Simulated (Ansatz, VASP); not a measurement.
**Two plane-wave programs on Re**

```xyz
4
Lattice="2.7527 0.0000 0.0000 -1.3763 2.3839 0.0000 0.0000 0.0000 8.8696" Properties=species:S:1:pos:R:3 pbc="T T T"
Re   -1.3763    2.3839    0.0000
Re   -1.3763    2.3839    4.4348
Re    0.0000    1.5893    2.2174
Re    1.3763    0.7946    6.6522
```

Alike in both runs: functional PBEsol; k mesh 13 × 13 × 4; occupations fermi-dirac, width 0.1 eV; no spin polarisation.

Ansatz relaxed the structure, and its values are those at the end. VASP's run is a single point on that final structure, the one shown.

|  | VASP | Ansatz |
| --- | --- | --- |
| version | VASP 6.6.1 | Ansatz 0.2.0 |
| potentials or method | VASP PAW PBE potentials, release 64 (Re), cutoff 520 eV | plane waves (420 eV) with PAW, scalar-relativistic |
| valence electrons in the cell | 28 | 60 |

|  | VASP | Ansatz | Ansatz less VASP |
| --- | --- | --- | --- |
| pressure (GPa) | 0.1 | 0.0 | -0.05 |

VASP's potentials were made for PBE, not for PBEsol, and Ansatz warns of the same on its side. VASP's potentials hold 28 valence electrons a cell and Ansatz's 60, so a difference there can come from the potentials and not from the codes.

Spin-orbit coupling is off throughout.
